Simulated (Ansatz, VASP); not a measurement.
## InSe: VASP beside Ansatz

Contents of INCAR:

```
PREC = Accurate
ENCUT = 520
EDIFF = 1E-6
ISMEAR = 0
SIGMA = 0.05
LREAL = F
LASPH = T
NELM = 60
ALGO = Normal
ISIF = 2
LWAVE = F
LCHARG = F
LDIPOL = T
IDIPOL = 3
DIPOL = 0.5 0.5 0.415
GGA = PE
IVDW = 12
NBANDS = 48
```

KPOINTS

```
Automatic mesh
0
Gamma
  9 9 1
```

POSCAR

```
InSe
1.0
    4.0266103962      0.0000000000      0.0000000000
   -2.0133051981      3.4871468942      0.0000000000
    0.0000000000      0.0000000000     28.2707105020
Se In
4 4
Direct
    0.0000000000      0.0000000000      0.1591753415
    0.0000000000      0.0000000000      0.3496677330
    0.1111111111      0.2222222222      0.4808989590
    0.1111111111      0.2222222222      0.6713913504
    0.6666666667      0.3333333333      0.2049979890
    0.6666666667      0.3333333333      0.3038451602
   -0.5555555556     -0.1111111111      0.5267216065
   -0.5555555556     -0.1111111111      0.6255687776
```

Input for Ansatz:

```yaml
crystal:
  lattice:
    - [4.0266103962, 0.0, 0.0]
    - [-2.0133051981, 3.4871468942, 0.0]
    - [0.0, 0.0, 28.270710502]
  atoms:
    - { symbol: Se, position: [0.0, 0.0, 0.1591753415] }
    - { symbol: In, position: [0.6666666667, 0.3333333333, 0.204997989] }
    - { symbol: In, position: [0.6666666667, 0.3333333333, 0.3038451602] }
    - { symbol: Se, position: [0.0, 0.0, 0.349667733] }
    - { symbol: Se, position: [0.1111111111, 0.2222222222, 0.480898959] }
    - { symbol: In, position: [-0.5555555556, -0.1111111111, 0.5267216065] }
    - { symbol: In, position: [-0.5555555556, -0.1111111111, 0.6255687776] }
    - { symbol: Se, position: [0.1111111111, 0.2222222222, 0.6713913504] }
basis:
  ecutwfc: 420
kpoints:
  mp_grid: { grid: [9, 9, 1] }
hamiltonian:
  xc: pbe
  pseudopotentials: { kind: paw, azcp: { folder: soft_1 } }
  dispersion: d3bj
scf:
  occupations: { method: gaussian, width: 0.05 }
output:
  forces: true
  eigenvalues: true
efield:
  axis: 3
  dipole_correction: true
  ramp_width: 0.04
```

Alike in both runs: task single point; functional PBE; dispersion D3(BJ); k mesh 9 × 9 × 1; occupations gaussian, width 0.05 eV; no spin polarisation.

```csv
,VASP,Ansatz
version,VASP 6.6.1,Ansatz 0.2.0
potentials or method,"VASP PAW PBE potentials, release 64 (Se, In_d), cutoff 520 eV","scalar-relativistic, plane waves, PAW"
valence electrons in the cell,76,116
```

VASP gave:

```
gap on the k mesh at the Fermi level (eV) : 1.22
least direct gap on the mesh (eV)         : 1.26
rms of the force components (eV/Å)        : 0.014
```

Problem. Estimate Ansatz's values.

Solution. gap on the k mesh at the Fermi level (eV): 1.23; least direct gap on the mesh (eV): 1.27; rms of the force components (eV/Å): 0.010.

VASP's potentials hold 76 valence electrons a cell and Ansatz's 116, so a difference there can come from the potentials and not from the codes.
